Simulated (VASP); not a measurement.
# C (Fd-3m) in VASP: single point with PBE

Aim: the single point of C with PBE.

Everything below comes from runs of VASP 6.6.1. Logs are shortened: lines on timing, memory, paths and dates and some standing lists are left out, and cuts for length are marked.

## 1. The cell of the first run

The structure is cubic, space group Fd-3m (No. 227). Conventional cell: a = 3.572 Å, b = 3.572 Å, c = 3.572 Å, α = 90.00°, β = 90.00°, γ = 90.00°. C (site symmetry -43m) has 4 C at 1.55 Å within 2.1 Å.

## 2. Single point, PBE

File INCAR:

```
SYSTEM = C
PREC = Accurate
ENCUT = 600
EDIFF = 1E-6
ISMEAR = 0
SIGMA = 0.02
LREAL = .FALSE.
LASPH = .TRUE.
NELM = 120
ALGO = Normal
ISIF = 2
LWAVE = .FALSE.
LCHARG = .FALSE.
GGA = PE
NBANDS = 11
GGA_COMPAT = .FALSE.
```

File KPOINTS:

```
Automatic mesh
0
G
  12 12 12
  0 0 0
```

File POSCAR:

```
C
1.0
    0.0000000000      1.7858130187      1.7858130187
    1.7858130187      0.0000000000      1.7858130187
    1.7858130187      1.7858130187      0.0000000000
C
2
Direct
    0.0000000000      0.0000000000      0.0000000000
    0.2500000000      0.2500000000      0.2500000000
```

Potentials or basis: VASP PAW PBE potentials, release 64 (C).

Run with:

```sh
$ cat potpaw_PBE.64/C/POTCAR > POTCAR
$ mpirun -np 1 vasp_std > vasp.out
```

OUTCAR:

```text
SYSTEM = C
   PREC = Accurate
   ENCUT = 600
   EDIFF = 1E-6
   ISMEAR = 0
   LREAL = .FALSE.
   LASPH = .TRUE.
   NELM = 120
   ISIF = 2
   GGA = PE

 ion  position               nearest neighbor table
   1  0.000  0.000  0.000-   2 1.55   2 1.55   2 1.55   2 1.55
   2  0.250  0.250  0.250-   1 1.55   1 1.55   1 1.55   1 1.55

  LATTYP: Found a face centered cubic cell.
 ALAT       =     3.5716260374

  Lattice vectors:

 A1 = (   0.0000000000,   1.7858130187,   1.7858130187)
 A2 = (   1.7858130187,   0.0000000000,   1.7858130187)
 A3 = (   1.7858130187,   1.7858130187,   0.0000000000)

Analysis of symmetry for initial positions (statically):
=====================================================================
 Subroutine PRICEL returns:
 Original cell was already a primitive cell.

 Routine SETGRP: Setting up the symmetry group for a
 face centered cubic supercell.

 Subroutine GETGRP returns: Found 48 space group operations
 (whereof 24 operations were pure point group operations)
 out of a pool of 48 trial point group operations.

The static configuration has the point symmetry T_d .
 The point group associated with its full space group is O_h .

Analysis of symmetry for dynamics (positions and initial velocities):
=====================================================================
 Subroutine PRICEL returns:
 Original cell was already a primitive cell.

 Routine SETGRP: Setting up the symmetry group for a
 face centered cubic supercell.

 Subroutine GETGRP returns: Found 48 space group operations
 (whereof 24 operations were pure point group operations)
 out of a pool of 48 trial point group operations.

The dynamic configuration has the point symmetry T_d .
 The point group associated with its full space group is O_h .

 Subroutine INISYM returns: Found 48 space group operations
 (whereof 24 operations are pure point group operations),
 and found     1 'primitive' translations

----------------------------------------------------------------------------------------

                                     Primitive cell

  volume of cell :      11.3904

  direct lattice vectors                    reciprocal lattice vectors
     0.000000000  1.785813019  1.785813019    -0.279984520  0.279984520  0.279984520
     1.785813019  0.000000000  1.785813019     0.279984520 -0.279984520  0.279984520
     1.785813019  1.785813019  0.000000000     0.279984520  0.279984520 -0.279984520

  length of vectors
     2.525520991  2.525520991  2.525520991     0.484947413  0.484947413  0.484947413

  position of ions in fractional coordinates (direct lattice)
     0.000000000  0.000000000  0.000000000
     0.250000000  0.250000000  0.250000000

  ion indices of the primitive-cell ions
   primitive index   ion index
                 1           1
                 2           2

----------------------------------------------------------------------------------------

 KPOINTS: Automatic mesh

Automatic generation of k-mesh.
 Grid dimensions read from file:
 generate k-points for:   12   12   12

 Generating k-lattice:

  Cartesian coordinates                     Fractional coordinates (reciprocal lattice)
    -0.023332043  0.023332043  0.023332043     0.083333333  0.000000000  0.000000000
     0.023332043 -0.023332043  0.023332043     0.000000000  0.083333333  0.000000000
     0.023332043  0.023332043 -0.023332043     0.000000000  0.000000000  0.083333333

  Length of vectors
     0.040412284  0.040412284  0.040412284

  Shift w.r.t. Gamma in fractional coordinates (k-lattice)
     0.000000000  0.000000000  0.000000000

 Subroutine IBZKPT returns following result:
 ===========================================

 Found     72 irreducible k-points:

 Following reciprocal coordinates:
            Coordinates               Weight
  0.000000  0.000000  0.000000      1.000000
  0.083333  0.000000  0.000000      8.000000
  0.166667  0.000000  0.000000      8.000000
  0.250000  0.000000  0.000000      8.000000
  0.333333  0.000000  0.000000      8.000000
  0.416667  0.000000  0.000000      8.000000
[... 16 lines left out ...]
  0.500000  0.166667  0.000000     24.000000
 -0.416667  0.166667  0.000000     24.000000
 [... further k-points ...]
   k-points           NKPTS =     72   k-points in BZ     NKDIM =     72   number of bands    NBANDS=     11
   number of dos      NEDOS =    301   number of ions     NIONS =      2
   total plane-waves  NPLWV =   8000
   dimension x,y,z NGX =    20 NGY =   20 NGZ =   20
   dimension x,y,z NGXF=    40 NGYF=   40 NGZF=   40
   ions per type =               2
   NGX,Y,Z   is equivalent  to a cutoff of  13.17, 13.17, 13.17 a.u.
   NGXF,Y,Z  is equivalent  to a cutoff of  26.33, 26.33, 26.33 a.u.
 SYSTEM =  C
   PREC   = accura    normal or accurate (medium, high low for compatibility)
   ISTART =      0    job   : 0-new  1-cont  2-samecut
   ICHARG =      2    charge: 1-file 2-atom 10-const
   ISPIN  =      1    spin polarized calculation?
   LNONCOLLINEAR =      F non collinear calculations
   LSORBIT =      F    spin-orbit coupling
   LASPH  =      T    aspherical Exc in radial PAW
   ENCUT  =  600.0 eV  44.10 Ry    6.64 a.u.   5.04  5.04  5.04*2*pi/ulx,y,z
   NELM   =    120;   NELMIN=  2; NELMDL= -5     # of ELM steps
   EDIFF  = 0.1E-05   stopping-criterion for ELM
   LREAL  =      F    real-space projection
   EDIFFG = 0.1E-04   stopping-criterion for IOM
   NSW    =      0    number of steps for IOM
   IBRION =     -1    ionic relax: 0-MD 1-quasi-New 2-CG
   NFREE  =      0    steps in history (QN), initial steepest desc. (CG)
   ISIF   =      2    stress and relaxation
   ISYM   =      2    0-nonsym 1-usesym 2-fastsym
   POTIM  = 0.5000    time-step for ionic-motion
   TEBEG  =    0.0;   TEEND  =   0.0 temperature during run
   PSTRESS=    0.0 pullay stress
   NELECT =       8.0000    total number of electrons
   NUPDOWN=      -1.0000    fix difference up-down
   EMIN   =  10.00;   EMAX   =-10.00  energy-range for DOS
   EFERMI =   0.00;   METHOD = LEGACY
   ISMEAR =     0;   SIGMA  =   0.02  broadening in eV -4-tet -1-fermi 0-gaus
   EFERMI_NEDOS =   21; number of points for ismear=-14 and -15
   IALGO  =     38    algorithm
   IMIX   =      4    mixing-type and parameters
     AMIX     =   0.40;   BMIX     =  1.00
     AMIX_MAG =   1.60;   BMIX_MAG =  1.00
  volume/ion in A,a.u.               =       5.70        38.43
  Fermi-wavevector in a.u.,A,eV,Ry     =   1.455209  2.749947 28.812168  2.117635
  Thomas-Fermi vector in A             =   2.572271
   LORBIT       =      0    0 simple, 1 ext, 2 COOP (PROOUT), +10 PAW based schemes
   GGA     = PE    functional components
   LHFCALC =     F    Hartree Fock is set to
   AEXX    =    0.0000 exact exchange contribution
   IVDW    =     0    specifies the selected vdW correction
   LEPSILON=     F    determine dielectric tensor
   LRPA    =     F    only Hartree local field effects (RPA)
 non-spin polarized calculation
 Gauss-broadening in eV      SIGMA  =   0.02
  energy-cutoff  :      600.00
  volume of cell :       11.39
 maximum number of plane-waves:       392
   NGX =  9   NGY =  9   NGZ =  9

 number of electron       7.9999999 magnetization

 Free energy of the ion-electron system (eV)
  ---------------------------------------------------
  ext. energy  EPLUGINS =         0.00000000
  ---------------------------------------------------
  free energy    TOTEN  =       -18.19049240 eV

  energy without entropy =      -18.19049240  energy(sigma->0) =      -18.19049240

 E-fermi :   9.7724     XC(G=0): -13.2301

 val. band max:        9.6691915917   @ k =   0.0000   0.0000   0.0000
 cond. band min:      13.8133497721   @ k =   0.3333   0.3333   0.0000
 fundamental gap:      4.1441581804
 Fermi energy:         9.7724279005

 k-point     1 :       0.0000    0.0000    0.0000
  band No.  band energies     occupation
      1     -11.7521      2.00000
      2       9.6692      2.00000
      3       9.6692      2.00000
      4       9.6692      2.00000
      5      15.2481      0.00000
      6      15.2481      0.00000
      7      15.2481      0.00000
      8      22.9065      0.00000
      9      28.9118      0.00000
     10      36.1603      0.00000
     11      36.1603      0.00000

 k-point     2 :       0.0833    0.0000    0.0000
  band No.  band energies     occupation
      1     -11.5606      2.00000
      2       8.4471      2.00000
      3       9.3479      2.00000
      4       9.3479      2.00000
      5      15.6689      0.00000
      6      15.6689      0.00000
      7      15.9577      0.00000
      8      23.0741      0.00000
      9      29.2313      0.00000
     10      34.0425      0.00000
     11      34.0425      0.00000

 k-point     3 :       0.1667    0.0000    0.0000
  band No.  band energies     occupation
      1     -10.9876      2.00000
      2       5.9245      2.00000
      3       8.6504      2.00000
      4       8.6504      2.00000
      5      16.5841      0.00000
      6      16.5841      0.00000
      7      17.0365      0.00000
      8      23.5576      0.00000
      9      29.8998      0.00000
     10      32.4512      0.00000
     11      32.4512      0.00000

 k-point     4 :       0.2500    0.0000    0.0000
  band No.  band energies     occupation
      1     -10.0423      2.00000
      2       3.0973      2.00000
      3       7.9305      2.00000
      4       7.9305      2.00000
      5      17.4387      0.00000
      6      17.4387      0.00000
      7      17.7760      0.00000
      8      24.2369      0.00000
      9      30.3262      0.00000
     10      32.0337      0.00000
     11      32.0337      0.00000
[... 239 lines left out ...]
 k-point    22 :       0.4167    0.1667    0.0000
  band No.  band energies     occupation
      1      -7.5937      2.00000
      2      -0.0764      2.00000
      3       5.4114      2.00000
      4       5.6324      2.00000
      5      16.3305      0.00000
      6      20.6286      0.00000
      7      20.7305      0.00000
      8      22.3219      0.00000
      9      30.6890      0.00000
     10      32.0483      0.00000
     11      37.0160      0.00000

 k-point    23 :       0.5000    0.1667    0.0000
  band No.  band energies     occupation
      1      -6.0195      2.00000
      2      -2.3065      2.00000
      3       4.6967      2.00000
      4       5.7191      2.00000
      5      16.7521      0.00000
      6      20.3607      0.00000
      7      20.8427      0.00000
      8      23.9136      0.00000
      9      29.7573      0.00000
     10      33.4053      0.00000
     11      36.2022      0.00000

 k-point    24 :      -0.4167    0.1667    0.0000
  band No.  band energies     occupation
      1      -5.5930      2.00000
      2      -2.8188      2.00000
      3       4.2124      2.00000
      4       6.0957      2.00000
      5      17.1879      0.00000
      6      19.8726      0.00000
      7      20.8207      0.00000
      8      25.0580      0.00000
      9      29.0670      0.00000
     10      33.8099      0.00000
     11      34.1576      0.00000

 [... further k-points ...]
[... 5 lines left out ...]
  --------------------------------------------------------------------------------------
  -------------------------------------------------------------------------------------
  Total       -0.0016048     -0.0016048     -0.0016048      0.0000000     -0.0000000     -0.0000000
  in kB       -0.2257365     -0.2257365     -0.2257365      0.0000000     -0.0000000     -0.0000000
  external PRESSURE =      -0.2257365 kB  Pullay stress =       0.0000000 kB

 VOLUME and BASIS-vectors are now :
 -----------------------------------------------------------------------------
  energy-cutoff  :      600.00
  volume of cell :       11.39
      direct lattice vectors                 reciprocal lattice vectors
     0.000000000  1.785813019  1.785813019    -0.279984520  0.279984520  0.279984520
     1.785813019  0.000000000  1.785813019     0.279984520 -0.279984520  0.279984520
     1.785813019  1.785813019  0.000000000     0.279984520  0.279984520 -0.279984520

 POSITION                                       TOTAL-FORCE (eV/Angst)
 -----------------------------------------------------------------------------------
      0.00000      0.00000      0.00000        -0.000000     -0.000000     -0.000000
      0.89291      0.89291      0.89291         0.000000      0.000000      0.000000
 -----------------------------------------------------------------------------------
    total drift:                                0.000000      0.000000      0.000000

  FREE ENERGIE OF THE ION-ELECTRON SYSTEM (eV)
  ---------------------------------------------------
  free  energy   TOTEN  =       -18.1904924006 eV

  energy  without entropy=      -18.1904924006  energy(sigma->0) =      -18.19049240
```

It took 5.7 s on 1 thread of Intel Xeon Platinum 8375C at 2.90GHz (Ice Lake), shared host; peak memory 0.12 GiB.

What came out:

```yaml
Free_energy: -18.1905 eV
Pressure: 0.0 GPa
Band_gap_on_the_k_mesh: 4.14 eV, indirect (least direct gap 5.58 eV)
```

A k mesh can miss the band edges. A hybrid or GW would open this gap; PBE tends to underestimate it.
